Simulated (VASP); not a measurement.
# Ge (Cmmm) in VASP: settings compared, part 2 of 2

VASP 6.6.1. Earlier steps stand in the parts before.

## (4) Single point, PBEsol

Input file INCAR:

```
  PREC = Accurate
  ENCUT = 520
  EDIFF = 1E-7
  ISMEAR = 1
  SIGMA = 0.1
  LREAL = F
  LASPH = T
  NELM = 100
  ALGO = Normal
  ISIF = 2
  LWAVE = F
  LCHARG = F
  GGA = PS
  NBANDS = 13
```

Input file KPOINTS:

```
Automatic mesh
0
Gamma
  11 11 10
```

Input file POSCAR:

```
Ge
1.0
    1.3971490000     -2.6005160000      0.0000000000
    1.3971490000      2.6005160000      0.0000000000
    0.0000000000      0.0000000000      2.6982310000
Ge
1
Direct
    0.5000000000      0.5000000000      0.0000000000
```

Potentials or basis: VASP PAW PBE potentials, release 64 (Ge_d).

On the command line:

```bash
> cat potpaw_PBE.64/Ge_d/POTCAR > POTCAR
> mpirun -np 1 vasp_std > vasp.out
```

OUTCAR:

```text
PREC = Accurate
   ENCUT = 520
   EDIFF = 1E-7
   ISMEAR = 1
   LREAL = F
   LASPH = T
   NELM = 100
   ISIF = 2
   GGA = PS

 ion  position               nearest neighbor table
   1  0.500  0.500  0.000-

  LATTYP: Found a base centered orthorhombic cell.
 ALAT       =     2.7942980000
 B/A-ratio  =     1.8613018368
 C/A-ratio  =     0.9656203454

  Lattice vectors:

 A1 = (   1.3971490000,  -2.6005160000,   0.0000000000)
 A2 = (   1.3971490000,   2.6005160000,   0.0000000000)
 A3 = (   0.0000000000,   0.0000000000,   2.6982310000)

Analysis of symmetry for initial positions (statically):
=====================================================================
 Subroutine PRICEL returns:
 Original cell was already a primitive cell.

 Routine SETGRP: Setting up the symmetry group for a
 base centered orthorhombic supercell.

 Subroutine GETGRP returns: Found  8 space group operations
 (whereof  8 operations were pure point group operations)
 out of a pool of  8 trial point group operations.

The static configuration has the point symmetry D_2h.

Analysis of symmetry for dynamics (positions and initial velocities):
=====================================================================
 Subroutine PRICEL returns:
 Original cell was already a primitive cell.

 Routine SETGRP: Setting up the symmetry group for a
 base centered orthorhombic supercell.

 Subroutine GETGRP returns: Found  8 space group operations
 (whereof  8 operations were pure point group operations)
 out of a pool of  8 trial point group operations.

The dynamic configuration has the point symmetry D_2h.

 Subroutine INISYM returns: Found  8 space group operations
 (whereof  8 operations are pure point group operations),
 and found     1 'primitive' translations

----------------------------------------------------------------------------------------

                                     Primitive cell

  volume of cell :      19.6070

  direct lattice vectors                    reciprocal lattice vectors
     1.397149000 -2.600516000  0.000000000     0.357871637 -0.192269534  0.000000000
     1.397149000  2.600516000  0.000000000     0.357871637  0.192269534  0.000000000
     0.000000000  0.000000000  2.698231000     0.000000000  0.000000000  0.370613191

  length of vectors
     2.952068562  2.952068562  2.698231000     0.406250763  0.406250763  0.370613191

  position of ions in fractional coordinates (direct lattice)
     0.500000000  0.500000000  0.000000000

  ion indices of the primitive-cell ions
   primitive index   ion index
                 1           1

----------------------------------------------------------------------------------------

 KPOINTS: Automatic mesh

Automatic generation of k-mesh.
 Grid dimensions read from file:
 generate k-points for:   11   11   10

 Generating k-lattice:

  Cartesian coordinates                     Fractional coordinates (reciprocal lattice)
     0.032533785 -0.017479049  0.000000000     0.090909091  0.000000000  0.000000000
     0.032533785  0.017479049  0.000000000     0.000000000  0.090909091  0.000000000
     0.000000000  0.000000000  0.037061319     0.000000000  0.000000000  0.100000000

  Length of vectors
     0.036931888  0.036931888  0.037061319

  Shift w.r.t. Gamma in fractional coordinates (k-lattice)
     0.000000000  0.000000000  0.000000000

 Subroutine IBZKPT returns following result:
 ===========================================

 Found    216 irreducible k-points:

 Following reciprocal coordinates:
            Coordinates               Weight
  0.000000  0.000000  0.000000      1.000000
  0.090909  0.000000  0.000000      4.000000
  0.181818 -0.000000  0.000000      4.000000
  0.272727 -0.000000  0.000000      4.000000
  0.363636 -0.000000  0.000000      4.000000
  0.454545 -0.000000  0.000000      4.000000
[... 16 lines left out ...]
 -0.272727  0.181818  0.000000      4.000000
 -0.181818  0.181818  0.000000      2.000000
 [... further k-points ...]
   k-points           NKPTS =    216   k-points in BZ     NKDIM =    216   number of bands    NBANDS=     13
   number of dos      NEDOS =    301   number of ions     NIONS =      1
   total plane-waves  NPLWV =  11520
   dimension x,y,z NGX =    24 NGY =   24 NGZ =   20
   dimension x,y,z NGXF=    48 NGYF=   48 NGZF=   40
   ions per type =               1
   NGX,Y,Z   is equivalent  to a cutoff of  13.52, 13.52, 12.32 a.u.
   NGXF,Y,Z  is equivalent  to a cutoff of  27.03, 27.03, 24.65 a.u.
 SYSTEM =  unknown system
   PREC   = accura    normal or accurate (medium, high low for compatibility)
   ISTART =      0    job   : 0-new  1-cont  2-samecut
   ICHARG =      2    charge: 1-file 2-atom 10-const
   ISPIN  =      1    spin polarized calculation?
   LNONCOLLINEAR =      F non collinear calculations
   LSORBIT =      F    spin-orbit coupling
   LASPH  =      T    aspherical Exc in radial PAW
   ENCUT  =  520.0 eV  38.22 Ry    6.18 a.u.   5.49  5.49  5.02*2*pi/ulx,y,z
   NELM   =    100;   NELMIN=  2; NELMDL= -5     # of ELM steps
   EDIFF  = 0.1E-06   stopping-criterion for ELM
   LREAL  =      F    real-space projection
   EDIFFG = 0.1E-05   stopping-criterion for IOM
   NSW    =      0    number of steps for IOM
   IBRION =     -1    ionic relax: 0-MD 1-quasi-New 2-CG
   NFREE  =      0    steps in history (QN), initial steepest desc. (CG)
   ISIF   =      2    stress and relaxation
   ISYM   =      2    0-nonsym 1-usesym 2-fastsym
   POTIM  = 0.5000    time-step for ionic-motion
   TEBEG  =    0.0;   TEEND  =   0.0 temperature during run
   PSTRESS=    0.0 pullay stress
   NELECT =      14.0000    total number of electrons
   NUPDOWN=      -1.0000    fix difference up-down
   EMIN   =  10.00;   EMAX   =-10.00  energy-range for DOS
   EFERMI =   0.00;   METHOD = LEGACY
   ISMEAR =     1;   SIGMA  =   0.10  broadening in eV -4-tet -1-fermi 0-gaus
   EFERMI_NEDOS =   21; number of points for ismear=-14 and -15
   IALGO  =     38    algorithm
   IMIX   =      4    mixing-type and parameters
     AMIX     =   0.40;   BMIX     =  1.00
     AMIX_MAG =   1.60;   BMIX_MAG =  1.00
  volume/ion in A,a.u.               =      19.61       132.31
  Fermi-wavevector in a.u.,A,eV,Ry     =   1.463234  2.765111 29.130796  2.141053
  Thomas-Fermi vector in A             =   2.579353
   LORBIT       =      0    0 simple, 1 ext, 2 COOP (PROOUT), +10 PAW based schemes
   GGA     = PS    functional components
   LHFCALC =     F    Hartree Fock is set to
   AEXX    =    0.0000 exact exchange contribution
   IVDW    =     0    specifies the selected vdW correction
   LEPSILON=     F    determine dielectric tensor
   LRPA    =     F    only Hartree local field effects (RPA)
 non-spin polarized calculation
 Methfessel and Paxton  Order N= 1 SIGMA  =   0.10
  energy-cutoff  :      520.00
  volume of cell :       19.61
 maximum number of plane-waves:       542
 NGX is ok and might be reduce to    24
   NGX = 11   NGY = 11   NGZ = 11

 number of electron      14.0000003 magnetization

 Free energy of the ion-electron system (eV)
  ---------------------------------------------------
  ext. energy  EPLUGINS =         0.00000000
  ---------------------------------------------------
  free energy    TOTEN  =        -4.73049981 eV

  energy without entropy =       -4.73052730  energy(sigma->0) =       -4.73050897

 E-fermi :   6.0476     XC(G=0): -11.1873

 val. band max:        6.0381362884   @ k =   0.3636   0.1818   0.1000
 cond. band min:       6.0562449021   @ k =   0.4545   0.0909   0.4000
 fundamental gap:      0.0181086136
 Fermi energy:         6.0475569024

 k-point     1 :       0.0000    0.0000    0.0000
  band No.  band energies     occupation
      1     -18.5813      2.00000
      2     -18.5266      2.00000
      3     -18.4755      2.00000
      4     -18.3698      2.00000
      5     -18.3492      2.00000
      6      -6.7946      2.00000
      7      12.7284      0.00000
      8      13.2011      0.00000
      9      14.7088      0.00000
     10      16.2568      0.00000
     11      18.5475      0.00000
     12      20.9123      0.00000
     13      21.0697      0.00000
[... 353 lines left out ...]
 k-point    24 :      -0.1818    0.1818    0.0000
  band No.  band energies     occupation
      1     -18.5725      2.00000
      2     -18.5226      2.00000
      3     -18.4505      2.00000
      4     -18.3816      2.00000
      5     -18.3515      2.00000
      6      -6.0873      2.00000
      7       8.3060      0.00000
      8      13.2773      0.00000
      9      13.3907      0.00000
     10      16.6879      0.00000
     11      18.1686      0.00000
     12      23.8228      0.00000
     13      23.8867      0.00000

 [... further k-points ...]

------------------------ aborting loop because EDIFF is reached ----------------------------------------

  FORCE on cell =-STRESS in cart. coord.  units (eV):
  Direction    XX          YY          ZZ          XY          YZ          ZX
  --------------------------------------------------------------------------------------
  -------------------------------------------------------------------------------------
  Total       -0.3331732     -0.7558528     -0.4708353      0.0000000      0.0000000      0.0000000
  in kB      -27.2250876    -61.7641483    -38.4740753      0.0000000      0.0000000      0.0000000
  external PRESSURE =     -42.4877704 kB  Pullay stress =       0.0000000 kB

 VOLUME and BASIS-vectors are now :
 -----------------------------------------------------------------------------
  energy-cutoff  :      520.00
  volume of cell :       19.61
      direct lattice vectors                 reciprocal lattice vectors
     1.397149000 -2.600516000  0.000000000     0.357871637 -0.192269534  0.000000000
     1.397149000  2.600516000  0.000000000     0.357871637  0.192269534  0.000000000
     0.000000000  0.000000000  2.698231000     0.000000000  0.000000000  0.370613191

 POSITION                                       TOTAL-FORCE (eV/Angst)
 -----------------------------------------------------------------------------------
      1.39715      0.00000      0.00000         0.000000      0.000000      0.000000
 -----------------------------------------------------------------------------------
    total drift:                               -0.000000     -0.000000     -0.000000

  FREE ENERGIE OF THE ION-ELECTRON SYSTEM (eV)
  ---------------------------------------------------
  free  energy   TOTEN  =        -4.7304998105 eV

  energy  without entropy=       -4.7305272971  energy(sigma->0) =       -4.73050897
```

Run time: 22 s. Hardware: 1 thread of Intel Xeon Platinum 8488C (Sapphire Rapids), shared host; peak memory 0.17 GiB.

Results:

- Free energy: -4.7305 eV
- Pressure: -4.2 GPa
- Band gap on the k mesh: zero (band 7 reaches 12.73 eV, above the bottom of band 8 at 3.66 eV)

Stress tensor (GPa, compression positive):
```
-2.72  0.00  0.00
 0.00 -6.18  0.00
 0.00  0.00 -3.85
```

Caveat: the PAW data sets were made with another functional, which shifts forces and pressure a little.

## (5) The runs side by side

| level | potentials or basis | gap on the mesh (eV) | pressure (GPa) |
| --- | --- | --- | --- |
| BLYP | VASP PAW PBE potentials, release 64 (Ge_d) | none | 5.4 |
| LDA | VASP PAW LDA potentials, release 64 (Ge_d) | none | -5.6 |
| PBEsol | VASP PAW PBE potentials, release 64 (Ge_d) | none | -4.2 |

Alike in all rows: task single point; no spin polarisation; cell as given; k mesh 11 × 11 × 10; cutoff (eV) 520; smearing methfessel-paxton 0.1 eV.

Caveats: the PAW data sets were made with another functional, which shifts forces and pressure a little (some runs).

Total energies depend on the potentials used, so only differences within one code and one set of settings carry meaning.
